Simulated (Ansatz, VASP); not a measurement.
Given: the input of a run of VASP 6.6.1 on Zn.

Contents of INCAR:

```
PREC = Accurate
ENCUT = 520
EDIFF = 1E-6
ISMEAR = 0
SIGMA = 0.05
LREAL = F
LASPH = T
NELM = 80
ALGO = Normal
ISIF = 2
LWAVE = F
LCHARG = F
GGA = RP
NBANDS = 12
```

The input KPOINTS:

```
regular mesh
0
Gamma
  12 12 12
```

File POSCAR:

```
Zn
1.0
    0.0000000000      1.9647760000      1.9647760000
    1.9647760000      0.0000000000      1.9647760000
    1.9647760000      1.9647760000      0.0000000000
Zn
1
Direct
    0.0000000000      0.0000000000      0.0000000000
```

Potentials or basis: VASP PAW PBE potentials, release 64 (Zn).

The run is started by

```sh
$ cat potpaw_PBE.64/Zn/POTCAR > POTCAR
$ mpirun -np 1 vasp_std > vasp.out
```

Question: Translate it to Ansatz 0.2.0. Potentials there: all-electron LAPW, scalar-relativistic.

Answer: As run (the cutoff follows the program's own potentials):

input.yaml

```yaml
crystal:
  lattice:
    - [0.0, 1.964776, 1.964776]
    - [1.964776, 0.0, 1.964776]
    - [1.964776, 1.964776, 0.0]
  atoms:
    - { symbol: Zn, position: [0.0, 0.0, 0.0] }
kpoints:
  mp_grid: { grid: [12, 12, 12] }
scf:
  occupations: { method: gaussian, width: 0.05 }
hamiltonian:
  xc: rpbe
  pseudopotentials: { kind: all_electron, lapw: { basis_error: 0.001 } }
output:
  forces: true
  stress: true
  eigenvalues: true
```

Potentials or basis: all-electron LAPW, scalar-relativistic.

Run with:

```console
$ ansatz run input.yaml --threads 1 --pin off --max-ram 3072MiB --backend cpu --events-out ev --progress --plain --runs-dir out
```

Both were run:

|  | VASP | Ansatz | Ansatz less VASP |
| --- | --- | --- | --- |
| gap on the k mesh at the Fermi level (eV) | none | none | - |
| pressure (GPa) | 3.2 | 2.8 | -0.33 |

VASP's potentials were made for PBE, not for RPBE. A gap of «none» marks a metal or a gap that the smearing closes. Ansatz ran all-electron here, and VASP with PAW potentials.
